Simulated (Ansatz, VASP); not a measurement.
## One calculation of Os, two programs

File INCAR:

```
SYSTEM = Os
ALGO     = Fast           ! electronic algorithm
EDIFF    = 1E-7           ! SCF threshold, eV
EDIFFG   = -0.01          ! ionic threshold
ENCUT    = 600            ! plane-wave cutoff, eV
GGA      = PE             ! functional
IBRION   = 2              ! ionic algorithm
ISIF     = 3              ! what is computed and relaxed
ISMEAR   = 0              ! smearing method
LASPH    = .TRUE.         ! aspherical terms in the spheres
LCHARG   = .FALSE.        ! write CHGCAR
LREAL    = .FALSE.        ! projectors in reciprocal space
LWAVE    = .FALSE.        ! write WAVECAR
NELM     = 60             ! most SCF steps
NSW      = 100            ! ionic steps
PREC     = Accurate       ! precision mode
SIGMA    = 0.1            ! smearing width, eV
```

Contents of KPOINTS:

```
k-points
0
G
  24 24 14
  0 0 0
```

POSCAR

```
Os
1.0
    2.7667851984      0.0000000000      0.0000000000
   -1.3833925992      2.3961062686      0.0000000000
    0.0000000000      0.0000000000      4.3159243244
Os
2
Direct
    0.6666666667      0.3333333333      0.2500000000
    0.3333333333      0.6666666667      0.7500000000
```

Input for Ansatz:

```yaml
crystal:
  lattice:
    - [2.7667851984, 0.0, 0.0]
    - [-1.3833925992, 2.3961062686, 0.0]
    - [0.0, 0.0, 4.3159243244]
  atoms:
    - { symbol: Os, position: [0.6666666667, 0.3333333333, 0.25] }
    - { symbol: Os, position: [0.3333333333, 0.6666666667, 0.75] }
basis:
  ecutwfc: 420
kpoints:
  mp_grid: { grid: [24, 24, 14] }
hamiltonian:
  xc: pbe
scf:
  occupations: { method: gaussian, width: 0.1 }
output:
  forces: true
  stress: true
  eigenvalues: true
relax:
  adjacent_minimum: "off"
  f_tol: 0.01
  max_steps: 80
  cell: { stress_tol: 0.05 }
```

Alike in both runs: task relaxation of cell and atoms; functional PBE; k mesh 24 × 24 × 14; occupations gaussian, width 0.1 eV; no spin polarisation.

|  | VASP | Ansatz |
| --- | --- | --- |
| version | VASP 6.6.1 | Ansatz 0.2.0 |
| potentials or method | VASP PAW PBE potentials, release 64 (Os), cutoff 600 eV | scalar-relativistic, plane waves, PAW |
| valence electrons in the cell | 16 | 32 |

|  | VASP | Ansatz | Ansatz less VASP |
| --- | --- | --- | --- |
| gap on the k mesh at the Fermi level, each at its own relaxed structure (eV) | none | none | - |
| relaxed volume (Å³/atom) | 14.28 | 14.28 | +0.001 |
| relaxed cell length with the largest relative difference (Å) | 4.345 | 4.346 | +0.0009 |

A gap of «none» marks a metal or a gap that the smearing closes. VASP's potentials hold 16 valence electrons a cell and Ansatz's 32, so a difference there can come from the potentials and not from the codes.

Neither program's run includes spin-orbit coupling.
